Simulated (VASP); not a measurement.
# CdSe (CsCl type) (Pm-3m) in VASP: relaxation of cell and atoms with PBE

Aim: the relaxation of cell and atoms of CdSe (CsCl type) with PBE.

Program: VASP 6.6.1. These are calculated values, not measurements. Logs are shortened: lines on timing, memory, paths and dates and some standing lists are left out, and cuts for length are marked.

**1. The cell of the first run**

The structure is cubic, space group Pm-3m (No. 221). The conventional cell has a = 3.379 Å, b = 3.379 Å, c = 3.379 Å, α = 90.00°, β = 90.00°, γ = 90.00°. Within 3.9 Å of Cd (site symmetry m-3m) lie 8 Se at 2.93 Å and 6 Cd at 3.38 Å. Se (site symmetry m-3m) has 8 Cd at 2.93 Å and 6 Se at 3.38 Å within 3.9 Å.

**2. Relaxation of cell and atoms, PBE, target pressure 13 GPa, at which the enthalpy is minimised**

File INCAR:

```
SYSTEM = CdSe
PREC = Accurate
ENCUT = 600
EDIFF = 1E-6
ISMEAR = -1
SIGMA = 0.08
LREAL = .False.
LASPH = .True.
NELM = 100
ALGO = Normal
ISIF = 3
LWAVE = .False.
LCHARG = .False.
GGA = PE
IBRION = 2
NSW = 32
EDIFFG = -0.005
PSTRESS = 130.0
```

File KPOINTS:

```
regular mesh
0
Gamma
  13 13 13
  0 0 0
```

File POSCAR:

```
CdSe
1.0
    3.3788464645      0.0000000000      0.0000000000
    0.0000000000      3.3788464645      0.0000000000
    0.0000000000      0.0000000000      3.3788464645
Cd Se
1 1
Direct
    0.0000000000      0.0000000000      0.0000000000
    0.5000000000      0.5000000000      0.5000000000
```

Potentials or basis: VASP PAW PBE potentials, release 64 (Cd, Se).

Launch:

```sh
cat potpaw_PBE.64/Cd/POTCAR potpaw_PBE.64/Se/POTCAR > POTCAR
mpirun -np 1 vasp_std > vasp.out
```

OUTCAR:

```text
SYSTEM = CdSe
   PREC = Accurate
   ENCUT = 600
   EDIFF = 1E-6
   ISMEAR = -1
   LREAL = .False.
   LASPH = .True.
   NELM = 100
   ISIF = 3
   GGA = PE
   IBRION = 2
   NSW = 32
   EDIFFG = -0.005
   PSTRESS = 130.0

 ion  position               nearest neighbor table
   1  0.000  0.000  0.000-   2 2.93   2 2.93   2 2.93   2 2.93   2 2.93   2 2.93   2 2.93   2 2.93

   2  0.500  0.500  0.500-   1 2.93   1 2.93   1 2.93   1 2.93   1 2.93   1 2.93   1 2.93   1 2.93

  LATTYP: Found a simple cubic cell.
 ALAT       =     3.3788464645

  Lattice vectors:

 A1 = (   3.3788464645,   0.0000000000,   0.0000000000)
 A2 = (   0.0000000000,   3.3788464645,   0.0000000000)
 A3 = (   0.0000000000,   0.0000000000,   3.3788464645)

Analysis of symmetry for initial positions (statically):
=====================================================================
 Subroutine PRICEL returns:
 Original cell was already a primitive cell.

 Routine SETGRP: Setting up the symmetry group for a
 simple cubic supercell.

 Subroutine GETGRP returns: Found 48 space group operations
 (whereof 48 operations were pure point group operations)
 out of a pool of 48 trial point group operations.

The static configuration has the point symmetry O_h .

Analysis of symmetry for dynamics (positions and initial velocities):
=====================================================================
 Subroutine PRICEL returns:
 Original cell was already a primitive cell.

 Routine SETGRP: Setting up the symmetry group for a
 simple cubic supercell.

 Subroutine GETGRP returns: Found 48 space group operations
 (whereof 48 operations were pure point group operations)
 out of a pool of 48 trial point group operations.

The dynamic configuration has the point symmetry O_h .

 Subroutine INISYM returns: Found 48 space group operations
 (whereof 48 operations are pure point group operations),
 and found     1 'primitive' translations

----------------------------------------------------------------------------------------

                                     Primitive cell

  volume of cell :      38.5750

  direct lattice vectors                    reciprocal lattice vectors
     3.378846465  0.000000000  0.000000000     0.295958994  0.000000000  0.000000000
     0.000000000  3.378846465  0.000000000     0.000000000  0.295958994  0.000000000
     0.000000000  0.000000000  3.378846465     0.000000000  0.000000000  0.295958994

  length of vectors
     3.378846465  3.378846465  3.378846465     0.295958994  0.295958994  0.295958994

  position of ions in fractional coordinates (direct lattice)
     0.000000000  0.000000000  0.000000000
     0.500000000  0.500000000  0.500000000

  ion indices of the primitive-cell ions
   primitive index   ion index
                 1           1
                 2           2

----------------------------------------------------------------------------------------

 KPOINTS: regular mesh

Automatic generation of k-mesh.
 Grid dimensions read from file:
 generate k-points for:   13   13   13

 Generating k-lattice:

  Cartesian coordinates                     Fractional coordinates (reciprocal lattice)
     0.022766076  0.000000000  0.000000000     0.076923077  0.000000000  0.000000000
     0.000000000  0.022766076  0.000000000     0.000000000  0.076923077  0.000000000
     0.000000000  0.000000000  0.022766076     0.000000000  0.000000000  0.076923077

  Length of vectors
     0.022766076  0.022766076  0.022766076

  Shift w.r.t. Gamma in fractional coordinates (k-lattice)
     0.000000000  0.000000000  0.000000000

 Subroutine IBZKPT returns following result:
 ===========================================

 Found     84 irreducible k-points:

 Following reciprocal coordinates:
            Coordinates               Weight
  0.000000  0.000000  0.000000      1.000000
  0.076923  0.000000  0.000000      6.000000
  0.153846  0.000000  0.000000      6.000000
  0.230769  0.000000  0.000000      6.000000
  0.307692  0.000000  0.000000      6.000000
  0.384615  0.000000  0.000000      6.000000
[... 16 lines left out ...]
  0.307692  0.307692  0.000000     12.000000
  0.384615  0.307692  0.000000     24.000000
 [... further k-points ...]
   k-points           NKPTS =     84   k-points in BZ     NKDIM =     84   number of bands    NBANDS=     13
   number of dos      NEDOS =    301   number of ions     NIONS =      2
   total plane-waves  NPLWV =  21952
   dimension x,y,z NGX =    28 NGY =   28 NGZ =   28
   dimension x,y,z NGXF=    56 NGYF=   56 NGZF=   56
   ions per type =               1   1
   NGX,Y,Z   is equivalent  to a cutoff of  13.78, 13.78, 13.78 a.u.
   NGXF,Y,Z  is equivalent  to a cutoff of  27.55, 27.55, 27.55 a.u.
 SYSTEM =  CdSe
   PREC   = accura    normal or accurate (medium, high low for compatibility)
   ISTART =      0    job   : 0-new  1-cont  2-samecut
   ICHARG =      2    charge: 1-file 2-atom 10-const
   ISPIN  =      1    spin polarized calculation?
   LNONCOLLINEAR =      F non collinear calculations
   LSORBIT =      F    spin-orbit coupling
   LASPH  =      T    aspherical Exc in radial PAW
   ENCUT  =  600.0 eV  44.10 Ry    6.64 a.u.   6.75  6.75  6.75*2*pi/ulx,y,z
   NELM   =    100;   NELMIN=  2; NELMDL= -5     # of ELM steps
   EDIFF  = 0.1E-05   stopping-criterion for ELM
   LREAL  =      F    real-space projection
   EDIFFG = -.5E-02   stopping-criterion for IOM
   NSW    =     32    number of steps for IOM
   IBRION =      2    ionic relax: 0-MD 1-quasi-New 2-CG
   NFREE  =      1    steps in history (QN), initial steepest desc. (CG)
   ISIF   =      3    stress and relaxation
   ISYM   =      2    0-nonsym 1-usesym 2-fastsym
   POTIM  = 0.5000    time-step for ionic-motion
   TEBEG  =    0.0;   TEEND  =   0.0 temperature during run
   PSTRESS=  130.0 pullay stress
   NELECT =      18.0000    total number of electrons
   NUPDOWN=      -1.0000    fix difference up-down
   EMIN   =  10.00;   EMAX   =-10.00  energy-range for DOS
   EFERMI =   0.00;   METHOD = LEGACY
   ISMEAR =    -1;   SIGMA  =   0.08  broadening in eV -4-tet -1-fermi 0-gaus
   EFERMI_NEDOS =   21; number of points for ismear=-14 and -15
   IALGO  =     38    algorithm
   IMIX   =      4    mixing-type and parameters
     AMIX     =   0.40;   BMIX     =  1.00
     AMIX_MAG =   1.60;   BMIX_MAG =  1.00
  volume/ion in A,a.u.               =      19.29       130.16
  Fermi-wavevector in a.u.,A,eV,Ry     =   1.269786  2.399548 21.937443  1.612357
  Thomas-Fermi vector in A             =   2.402809
   LORBIT       =      0    0 simple, 1 ext, 2 COOP (PROOUT), +10 PAW based schemes
   GGA     = PE    functional components
   LHFCALC =     F    Hartree Fock is set to
   AEXX    =    0.0000 exact exchange contribution
   IVDW    =     0    specifies the selected vdW correction
   LEPSILON=     F    determine dielectric tensor
   LRPA    =     F    only Hartree local field effects (RPA)
 conjugate gradient relaxation of ions
 non-spin polarized calculation
  energy-cutoff  :      600.00
  volume of cell :       38.57
 maximum number of plane-waves:      1319
 NGX is ok and might be reduce to    28
   NGX = 13   NGY = 13   NGZ = 13

--------------------------------------- Ionic step        1  -------------------------------------------

 number of electron      17.9999994 magnetization

 Free energy of the ion-electron system (eV)
  ---------------------------------------------------
  ext. energy  EPLUGINS =         0.00000000
  ---------------------------------------------------
  free energy    TOTEN  =        -4.07525091 eV

  energy without entropy =       -4.04913046  energy(sigma->0) =       -4.06219069

------------------------ aborting loop because EDIFF is reached ----------------------------------------

  FORCE on cell =-STRESS in cart. coord.  units (eV):
  Direction    XX          YY          ZZ          XY          YZ          ZX
  --------------------------------------------------------------------------------------
  -------------------------------------------------------------------------------------
  Total        3.2519918      3.2519918      3.2519918     -0.0000000      0.0000000     -0.0000000
  in kB      135.0686771    135.0686771    135.0686771     -0.0000000      0.0000000     -0.0000000
  external PRESSURE =       5.0686771 kB  Pullay stress =     130.0000000 kB
[... 99 lines left out ...]
  enthalpy is  TOTEN    =        -0.9455505297 eV   P V=        3.1430814283

--------------------------------------- Ionic step        4  -------------------------------------------

 number of electron      17.9999994 magnetization

 Free energy of the ion-electron system (eV)
  ---------------------------------------------------
  ext. energy  EPLUGINS =         0.00000000
  ---------------------------------------------------
  free energy    TOTEN  =        -4.08979855 eV

  energy without entropy =       -4.06357848  energy(sigma->0) =       -4.07668851

 E-fermi :   4.6911     XC(G=0): -11.1533

 val. band max:        4.6625383237   @ k =   0.3846   0.0769   0.0000
 cond. band min:       4.6932146053   @ k =   0.4615   0.3846   0.0769
 fundamental gap:      0.0306762816
 Fermi energy:         4.6911153334

 k-point     1 :       0.0000    0.0000    0.0000
  band No.  band energies     occupation
      1      -9.9135      2.00000
      2      -4.4164      2.00000
      3      -4.4164      2.00000
      4      -3.8039      2.00000
      5      -3.8039      2.00000
      6      -3.8039      2.00000
      7       3.2772      2.00000
      8       3.2772      2.00000
      9       3.2772      2.00000
     10       3.6350      2.00000
     11      10.7597      0.00000
     12      10.7597      0.00000
     13      16.6764      0.00000
[... 353 lines left out ...]
 k-point    24 :       0.3846    0.3077    0.0000
  band No.  band energies     occupation
      1      -8.4943      2.00000
      2      -4.2723      2.00000
      3      -4.0079      2.00000
      4      -3.9315      2.00000
      5      -3.8912      2.00000
      6      -3.8395      2.00000
      7      -0.8232      2.00000
      8       0.5623      2.00000
      9       4.8619      0.21160
     10       5.5367      0.00005
     11      10.2360      0.00000
     12      12.8958      0.00000
     13      13.3350      0.00000

 [... further k-points ...]

------------------------ aborting loop because EDIFF is reached ----------------------------------------

  FORCE on cell =-STRESS in cart. coord.  units (eV):
  Direction    XX          YY          ZZ          XY          YZ          ZX
  --------------------------------------------------------------------------------------
  -------------------------------------------------------------------------------------
  Total        3.1382042      3.1382042      3.1382042      0.0000000      0.0000000     -0.0000000
  in kB      129.7500813    129.7500813    129.7500813      0.0000000      0.0000000     -0.0000000
  external PRESSURE =      -0.2499187 kB  Pullay stress =     130.0000000 kB
[... 17 lines left out ...]
  FREE ENERGIE OF THE ION-ELECTRON SYSTEM (eV)
  ---------------------------------------------------
  free  energy   TOTEN  =        -4.0897985464 eV

  energy  without entropy=       -4.0635784760  energy(sigma->0) =       -4.07668851

  enthalpy is  TOTEN    =        -0.9455497164 eV   P V=        3.1442488299

 reached required accuracy - stopping structural energy minimisation
```

Wall time 44 s (1 thread of Intel Xeon 6975P-C (Granite Rapids), shared host); peak memory 0.2 GiB.

What came out:

* Free energy: -4.0898 eV
* Relaxed volume: 19.38 Å³/atom
* Relaxed cell: a = 3.384 Å, b = 3.384 Å, c = 3.384 Å, α = 90.00°, β = 90.00°, γ = 90.00°
* Space group after relaxing (to 0.1 Å): Pm-3m (No. 221)
* Energy change on relaxing (the run minimises the enthalpy): -7.3 meV/atom
* Ionic steps: 4
* Pressure after relaxing: 13.0 GPa
* Band gap on the k mesh: zero (bands 9 and 10 overlap by 1.31 eV)

The path:
| step | energy change (eV) | largest force (eV/Å) | pressure (GPa) | volume (Å³) |
| --- | --- | --- | --- | --- |
| 1 | 0.0000 | 0.0000 | 13.51 | 38.57 |
| 2 | -0.0277 | 0.0000 | 12.50 | 38.92 |
| 3 | -0.0134 | 0.0000 | 13.04 | 38.74 |
| 4 | -0.0145 | 0.0000 | 12.98 | 38.75 |

Final structure:
```yaml
crystal:
  lattice:
    - [3.38398, 0.00000, 0.00000]
    - [0.00000, 3.38398, 0.00000]
    - [0.00000, 0.00000, 3.38398]
  atoms:
    - { symbol: Cd, position: [0.00000, 0.00000, 0.00000] }
    - { symbol: Se, position: [0.50000, 0.50000, 0.50000] }
```

Caveat: the cell is relaxed towards a set pressure, so the run minimises the enthalpy, not the energy.

The gap in the log of VASP goes by the Fermi energy; the results here count the filled bands.